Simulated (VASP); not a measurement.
Write the native input for VASP 6.6.1 that does the following.

| Property | Result |
| --- | --- |
| Task | single point |
| Functional | PBE |
| Potentials or basis | VASP PAW PBE potentials, release 64 (Be, Pt) |
| Cutoff | 520 eV |
| k mesh | 6 × 6 × 6 |
| Occupations | gaussian, width 0.1 eV |
| Spin | no spin polarisation |
| Dipole correction | no |
| Further INCAR settings | ALGO = Normal; EDIFF = 1e-06; NBANDS = 13 |

The structure of BePt lies in POSCAR:

```
BePt
1.0
    0.0000000000      2.5178358986      2.5178358986
    2.5178358986      0.0000000000      2.5178358986
    2.5178358986      2.5178358986      0.0000000000
Be Pt
1 1
Direct
    0.0000000000      0.0000000000      0.0000000000
    0.7500000000      0.7500000000      0.7500000000
```

One way to write it, as run:

INCAR

```
SYSTEM = BePt
PREC = Accurate ; ENCUT = 520
EDIFF = 1E-6 ; ISMEAR = 0
SIGMA = 0.1 ; LREAL = .FALSE.
LASPH = .TRUE. ; NELM = 60
ALGO = Normal ; ISIF = 2
LWAVE = .FALSE. ; LCHARG = .FALSE.
GGA = PE ; NBANDS = 13
```

KPOINTS

```
regular mesh
0
G
  6 6 6
  0 0 0
```

Potentials or basis: VASP PAW PBE potentials, release 64 (Be, Pt).

The run is started by

```console
$ cat potpaw_PBE.64/Be/POTCAR potpaw_PBE.64/Pt/POTCAR > POTCAR
$ mpirun -np 1 vasp_std > vasp.out
```

It gave:

The pressure is 0.1 GPa and the band gap on the k mesh is zero (filled and empty bands overlap).

Caveat: the k points lie up to 0.36 Å⁻¹ apart; spin-orbit coupling is left out, which moves the levels of the heavy elements.

It took 4.4 s on 1 thread of Intel(R) Xeon(R) Platinum 8488C (Sapphire Rapids), with other jobs on the host, peak memory 0.15 GiB.
